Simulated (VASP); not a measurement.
# Te2Mo: relaxation of shape and atoms at fixed volume with PBE+D3(BJ)

Te2Mo:

```
CELL_PARAMETERS angstrom
3.51820 0.00000 0.00000
-1.75910 3.04685 0.00000
0.00000 0.00000 13.97360
ATOMIC_POSITIONS crystal
Te 0.33333 0.66667 0.62100
Te 0.66667 0.33333 0.12100
Te 0.33333 0.66667 0.87900
Te 0.66667 0.33333 0.37900
Mo 0.33333 0.66667 0.25000
Mo 0.66667 0.33333 0.75000
```

| Item | Value |
| --- | --- |
| Program | VASP 6.6.1 |
| Task | relaxation of shape and atoms at fixed volume |
| Functional | PBE |
| Dispersion | D3(BJ) |
| Potentials or basis | VASP PAW PBE potentials, release 64 (Te, Mo_sv) |
| Cutoff | 600 eV |
| k mesh | 10 × 10 × 2 |
| Occupations | gaussian, width 0.05 eV |
| Spin | no spin polarisation |
| Dipole correction | no |
| Further INCAR settings | ALGO = Normal; EDIFF = 1e-07; IBRION = 2; EDIFFG = -0.01; NSW = 60; ISIF = 4 |

```yaml
Energy_gained_by_relaxing: 0.7 meV/atom
Ionic_steps: 5
Pressure_after_relaxing: -1.3 GPa
Band_gap_on_the_k_mesh: 0.69 eV, indirect (least direct gap 1.15 eV)
Dispersion_energy_per_atom: -0.537 eV
```

Forces on the atoms (eV/Å):
```
Te   0.000  0.000  0.003
Te   0.000  0.000  0.003
Te   0.000  0.000 -0.003
Te   0.000  0.000 -0.003
Mo   0.000  0.000  0.000
Mo   0.000  0.000  0.000
```

The path:
```tsv
step	energy change (eV)	largest force (eV/Å)	pressure (GPa)	volume (Å³)
1	0.0000	0.1794	-0.54	149.79
2	-0.0037	0.0004	-1.14	149.79
3	-0.0038	0.0244	-1.06	149.79
4	-0.0041	0.0177	-1.12	149.79
5	-0.0044	0.0026	-1.31	149.79
```

Final structure:
```
Te Mo
1.0
     3.51933    0.00000    0.00000
    -1.75967    3.04783    0.00000
     0.00000    0.00000   13.96459
Te Mo
4 2
Cartesian
  0.0000 2.0319 8.6587
  1.7597 1.0159 1.6764
  0.0000 2.0319 12.2882
  1.7597 1.0159 5.3059
  0.0000 2.0319 3.4911
  1.7597 1.0159 10.4734
```

Levels at points of the mesh, in eV from the valence-band top:
| k point | band 24 | band 25 | band 26 | band 27 | band 28 | band 29 |
| --- | --- | --- | --- | --- | --- | --- |
| (0.00, 0.00, 0.00) | -0.98 | -0.30 | 0.00 | 2.89 | 2.89 | 3.03 |
| (0.50, 0.00, 0.00) | -0.95 | -0.59 | -0.28 | 1.28 | 1.34 | 1.45 |
| (0.00, 0.00, 0.50) | -1.00 | -0.08 | -0.08 | 2.93 | 2.93 | 2.93 |
| (0.50, 0.00, 0.50) | -0.96 | -0.43 | -0.43 | 1.30 | 1.30 | 1.64 |

It took 7.5 min on 1 thread of Intel(R) Xeon(R) 6975P-C (Granite Rapids) (shared host), peak memory 0.37 GiB.

Caveat: spin-orbit coupling is left out, which moves the levels of the heavy elements. A k mesh can miss the band edges.
